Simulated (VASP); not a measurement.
A run of VASP 6.6.1 is set up as follows.

File INCAR:

```
SYSTEM = BaB3Pt
ALGO = Normal ; EDIFF = 1E-7
ENCUT = 520 ; GGA = PE
ISIF = 2 ; ISMEAR = -1
ISPIN = 2 ; LASPH = .TRUE.
LCHARG = .FALSE. ; LMAXMIX = 4
LORBIT = 11 ; LREAL = .FALSE.
LWAVE = .FALSE. ; MAGMOM = 0.2 0.2 0.2 0.2 0.2
NBANDS = 26 ; NELM = 150
PREC = Accurate ; SIGMA = 0.05
```

File KPOINTS:

```
k-points
0
G
  4 4 3
  0 0 0
```

The input POSCAR:

```
BaB3Pt
1.0
    0.0000000000      4.0080410000     -0.0000002200
    4.0080410000      0.0000000000     -0.0000002200
    2.0040202500      2.0040202500     -4.4941152200
Ba Pt B
1 1 3
Direct
   -0.0051300925     -0.0075275230      0.0009808388
    0.6480918650      0.6496504818      0.7028512977
    0.3973548439      0.3992482876      0.2204595958
    0.7854152997      0.2983599028      0.4888943995
    0.2867403606      0.7742296353      0.4869251587
```

Potentials or basis: VASP PAW PBE potentials, release 64 (Ba_sv, Pt, B).

The run is started by

```sh
$ cat potpaw_PBE.64/Ba_sv/POTCAR potpaw_PBE.64/Pt/POTCAR potpaw_PBE.64/B/POTCAR > POTCAR
$ mpirun -np 1 vasp_std > vasp.out
```

Estimate the largest force.

1.599 eV/Å.

Predict the pressure.

4.5 GPa.

Stress tensor (GPa, compression positive):
```
 3.28 -1.26 -0.51
-1.26  3.66 -1.28
-0.51 -1.28  6.43
```

Caveat: the k points lie up to 0.47 Å⁻¹ apart; forces of over 1 eV/Å act on the atoms, so gaps and moduli don't describe the material at rest.
